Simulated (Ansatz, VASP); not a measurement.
# Two plane-wave programs on CrO2

File INCAR:

```
PREC     = Accurate       # precision mode
ENCUT    = 520            # plane-wave cutoff, eV
EDIFF    = 1E-6           # SCF threshold, eV
ISMEAR   = -1             # smearing method
SIGMA    = 0.05           # smearing width, eV
LREAL    = False          # projectors in reciprocal space
LASPH    = True           # aspherical terms in the spheres
NELM     = 150            # most SCF steps
ALGO     = Normal         # electronic algorithm
ISIF     = 2              # what is computed and relaxed
LWAVE    = False          # write WAVECAR
LCHARG   = True           # write CHGCAR
ISPIN    = 2              # spin polarisation
MAGMOM   = 3 3 0 0 0 0    # initial moments
LORBIT   = 11             # projections on sites
LMAXMIX  = 4              # l up to which the mixer works
GGA      = PS             # functional
LELF     = True           # ELF
LVHAR    = True         
NBANDS   = 37             # bands
```

KPOINTS

```
regular mesh
0
Gamma
  6 6 9
```

POSCAR

```
CrO2
1.0
    4.5077082879      0.0000000000      0.0000000000
    0.0000000000      4.5077082879      0.0000000000
    0.0000000000      0.0000000000      2.9742106030
Cr O
2 4
Direct
    0.5000000000      0.5000000000      0.5000000000
    0.0000000000      0.0000000000      0.0000000000
    0.8010000000      0.1990000000      0.5000000000
    0.6990000000      0.6990000000      0.0000000000
    0.1990000000      0.8010000000      0.5000000000
    0.3010000000      0.3010000000      0.0000000000
```

input.yaml

```yaml
crystal:
  lattice:
    - [4.5077082879, 0.0, 0.0]
    - [0.0, 4.5077082879, 0.0]
    - [0.0, 0.0, 2.974210603]
  atoms:
    - { symbol: Cr, position: [0.5, 0.5, 0.5], spin: 3.0 }
    - { symbol: Cr, position: [0.0, 0.0, 0.0], spin: 3.0 }
    - { symbol: O, position: [0.801, 0.199, 0.5] }
    - { symbol: O, position: [0.699, 0.699, 0.0] }
    - { symbol: O, position: [0.199, 0.801, 0.5] }
    - { symbol: O, position: [0.301, 0.301, 0.0] }
hamiltonian:
  xc: pbesol
  pseudopotentials: { kind: paw }
magnetization:
  spin_polarized: true
kpoints:
  mp_grid: { grid: [6, 6, 9] }
scf:
  occupations: { method: fermi_dirac, width: 0.05 }
output:
  forces: true
  stress: true
  eigenvalues: true
```

Alike in both runs: task single point; functional PBEsol; k mesh 6 × 6 × 9; occupations fermi-dirac, width 0.05 eV; collinear spin.

```csv
,VASP,Ansatz
version,VASP 6.6.1,Ansatz 0.2.0
potentials or method,"VASP PAW PBE potentials, release 64 (Cr_pv, O)",Ansatz PAW
plane-wave cutoff (eV),520,420
valence electrons in the cell,48,52
```

```csv
,VASP,Ansatz,Ansatz less VASP
gap on the k mesh at the Fermi level (eV),none,none,-
pressure (GPa),-18.1,-18.4,-0.33
"traceless stress, the component that is largest in VASP (GPa)",-2.53,-2.63,-0.105
rms of the force components (eV/Å),0.201,0.206,+0.0049
net moment per atom (μB),0.67,0.67,0.000
size of the moment on the site where the two differ most (μB),2.13,1.78,-0.355
```

VASP's potentials were made for PBE, not for PBEsol. Site moments also hang on the region over which each program counts them. Atom by atom the forces differ by 0.005 eV/Å (rms over components). A gap of «none» marks a metal or a gap that the smearing closes. VASP's potentials hold 48 valence electrons a cell and Ansatz's 52, so a difference there can come from the potentials and not from the codes.
